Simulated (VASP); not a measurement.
## CsH: single point with LDA

The system is CsH.

```
CELL_PARAMETERS angstrom
3.05297 3.05297 0.00000
-3.05297 3.05297 0.00000
0.00000 0.00000 5.73610
ATOMIC_POSITIONS crystal
Cs 0.00000 0.00000 0.00000
Cs 0.50000 0.50000 0.50000
H 0.50000 0.50000 0.00000
H 0.00000 0.00000 0.50000
```

This cell differs from its parent crystal: uniaxial strain along c: -6.0 %, then relaxed in part.

```yaml
Program: VASP 6.6.1
Task: single point
Functional: LDA
Potentials_or_basis: VASP PAW LDA potentials, release 64 (Cs_sv, H)
Cutoff: 520 eV
k_mesh: 6 × 6 × 6
Occupations: gaussian, width 0.02 eV
Spin: no spin polarisation
Dipole_correction: no
Further_INCAR_settings: ALGO = Normal; EDIFF = 1e-06; NBANDS = 18
```

The pressure is 1.0 GPa and the band gap on the k mesh is 1.58 eV.

Stress tensor (GPa, compression positive):
```
0.06 0.00 0.00
0.00 0.06 0.00
0.00 0.00 2.94
```

Levels at points of the mesh, in eV from the valence-band top:
| k point | band 6 | band 7 | band 8 | band 9 | band 10 | band 11 | band 12 | band 13 | band 14 | band 15 |
| --- | --- | --- | --- | --- | --- | --- | --- | --- | --- | --- |
| (0.00, 0.00, 0.00) | -7.89 | -7.89 | -7.83 | -2.35 | -1.93 | 2.18 | 4.76 | 4.76 | 5.11 | 5.93 |
| (0.50, 0.00, 0.00) | -8.42 | -8.10 | -8.10 | -0.82 | -0.82 | 2.76 | 2.76 | 4.02 | 4.02 | 5.07 |
| (0.50, 0.50, 0.00) | -8.32 | -8.25 | -8.25 | -1.90 | -1.90 | 2.41 | 2.41 | 5.86 | 5.86 | 8.23 |
| (0.00, 0.00, 0.50) | -8.17 | -8.17 | -8.17 | -1.20 | -1.20 | 3.19 | 3.19 | 4.46 | 4.46 | 5.80 |
| (0.50, 0.00, 0.50) | -8.10 | -7.96 | -7.96 | 0.00 | 0.00 | 1.58 | 1.58 | 4.09 | 4.09 | 4.65 |
| (0.50, 0.50, 0.50) | -8.73 | -8.48 | -8.48 | -1.00 | -1.00 | 3.89 | 3.89 | 3.89 | 3.89 | 5.32 |

It took 110 s on 1 thread of Intel Xeon 8259CL, with other jobs on the host, peak memory 0.21 GiB.

Caveat: the cell differs from its parent crystal (uniaxial strain along c: -6.0 %, then relaxed in part); spin-orbit coupling is left out, which moves the levels of the heavy elements. A k mesh can miss the band edges.
